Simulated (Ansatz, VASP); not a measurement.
# GaN in VASP and in Ansatz

File INCAR:

```
SYSTEM = GaN
ALGO = Normal
EDIFF = 1E-8
ENCUT = 520
GGA = PS
ISIF = 2
ISMEAR = -1
LASPH = .True.
LCHARG = .False.
LEFG = .True.
LREAL = .False.
LWAVE = .False.
NBANDS = 16
NELM = 100
PREC = Accurate
SIGMA = 0.02
```

KPOINTS

```
k-points
0
Gamma
  13 13 13
  0 0 0
```

Contents of POSCAR:

```
GaN
1.0
    0.0000000000      1.9925000000      1.9925000000
    1.9925000000      0.0000000000      1.9925000000
    1.9925000000      1.9925000000      0.0000000000
Ga N
1 1
Direct
    0.5000000000      0.5000000000      0.5000000000
    0.0000000000      0.0000000000      0.0000000000
```

Input for Ansatz:

```yaml
crystal:
  lattice:
    - [0.0, 1.9925, 1.9925]
    - [1.9925, 0.0, 1.9925]
    - [1.9925, 1.9925, 0.0]
  atoms:
    - { symbol: Ga, position: [0.5, 0.5, 0.5] }
    - { symbol: "N", position: [0.0, 0.0, 0.0] }
kpoints:
  mp_grid: { grid: [13, 13, 13] }
  band_path:
    path:
      - [0.0, 0.0, 0.0]
      - [0.5, 0.0, 0.5]
      - [0.625, 0.25, 0.625]
      - [0.375, 0.375, 0.75]
      - [0.0, 0.0, 0.0]
      - [0.5, 0.5, 0.5]
      - [0.5, 0.25, 0.75]
      - [0.5, 0.0, 0.5]
    npoints: 8
scf:
  occupations: { method: fermi_dirac, width: 0.02 }
hamiltonian:
  xc: pbesol
  pseudopotentials: { kind: all_electron, datasets: crystal }
output:
  forces: true
  stress: true
  eigenvalues: true
  efg: { contact_densities: true }
```

Alike in both runs: task electric field gradients; functional PBEsol; k mesh 13 × 13 × 13; occupations fermi-dirac, width 0.02 eV; no spin polarisation.

|  | VASP | Ansatz |
| --- | --- | --- |
| version | VASP 6.6.1 | Ansatz 0.2.0 |
| potentials or method | VASP PAW PBE potentials, release 64 (Ga_d, N), cutoff 520 eV | all-electron PAW with datasets made for the crystal, scalar-relativistic |

Ansatz gave:

```
gap on the k mesh at the Fermi level (eV) : 1.83
```

**Question.** Which values does VASP return?

**Answer.** gap on the k mesh at the Fermi level (eV): 1.82.

VASP's potentials were made for PBE, not for PBEsol. Ansatz ran all-electron here, and VASP with PAW potentials.
